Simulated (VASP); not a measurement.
**TaN: single point with PBEsol**

Crystal: TaN.

```
CELL_PARAMETERS angstrom
0.00000 2.23347 2.17900
2.23347 0.00000 2.17900
2.23347 2.23347 0.00000
ATOMIC_POSITIONS crystal
Ta 0.50000 0.50000 0.50000
N 0.00000 0.00000 0.00000
```

This cell differs from its parent crystal: strain +0.025 along x and y, +0.000 along z.

```
Program             : VASP 6.6.1
Task                : single point
Functional          : PBEsol
Potentials or basis : VASP PAW PBE potentials, release 64 (Ta_pv, N)
Cutoff              : 520 eV
k mesh              : 18 × 18 × 18
Occupations         : gaussian, width 0.15 eV
Spin                : no spin polarisation
```

The pressure is -10.9 GPa and the band gap on the k mesh is zero (band 8 reaches 10.85 eV, above the bottom of band 9 at 6.97 eV).

Stress tensor (GPa, compression positive):
```
-15.50   0.00   0.00
  0.00 -15.50   0.00
  0.00   0.00  -1.84
```

Levels at points of the mesh, in eV from the Fermi level:
```tsv
k point	band 4	band 5	band 6	band 7	band 8	band 9	band 10	band 11	band 12	band 13
(0.00, 0.00, 0.00)	-18.63	-3.77	-3.77	-3.66	-2.16	-2.16	-1.87	-0.15	0.02	1.53
(0.50, 0.00, 0.00)	-15.68	-10.22	-7.44	-7.43	1.72	1.94	1.97	3.72	7.02	7.57
(0.50, 0.50, 0.00)	-17.34	-6.41	-5.38	-4.65	-4.65	2.03	3.44	3.44	4.36	6.62
(0.50, 0.00, 0.50)	-17.37	-6.67	-5.33	-4.57	-4.48	1.96	3.28	3.58	4.35	6.45
```

It took 61 s on 1 thread of AMD EPYC 9R45 96-Core Processor (Zen 5), with other jobs on the host, peak memory 0.24 GiB.

Caveat: the cell differs from its parent crystal (strain +0.025 along x and y, +0.000 along z); the PAW data sets were made with another functional, which shifts forces and pressure a little; spin-orbit coupling is left out, which moves the levels of the heavy elements.
